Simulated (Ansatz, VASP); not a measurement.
One calculation of Cu, two programs

```xyz
1
Lattice="-1.4574 1.4574 1.3486 1.4574 -1.4574 1.3486 1.4574 1.4574 -1.3486" Properties=species:S:1:pos:R:3 pbc="T T T"
Cu    0.0000    0.0000    0.0000
```

Change from the starting cell: strain_z_fixed_volume = -0.02.

Alike in both runs: task single point; functional PBEsol; k mesh 13 × 13 × 13; occupations fermi-dirac, width 0.05 eV; no spin polarisation.

```csv
,VASP,Ansatz
version,VASP 6.6.1,Ansatz 0.2.0
potentials or method,"VASP PAW PBE potentials, release 64 (Cu), cutoff 600 eV","all-electron LAPW, scalar-relativistic"
```

VASP gave:

```
gap on the k mesh at the Fermi level (eV)                     : none
pressure (GPa)                                                : -0.4
traceless stress, the component that is largest in VASP (GPa) : 0.43
```

Task: Which values does Ansatz return?

Result: gap on the k mesh at the Fermi level (eV): none; pressure (GPa): -1.2; traceless stress, the component that is largest in VASP (GPa): 0.42.

VASP's potentials were made for PBE, not for PBEsol. A gap of «none» marks a metal or a gap that the smearing closes. Ansatz ran all-electron here, and VASP with PAW potentials.
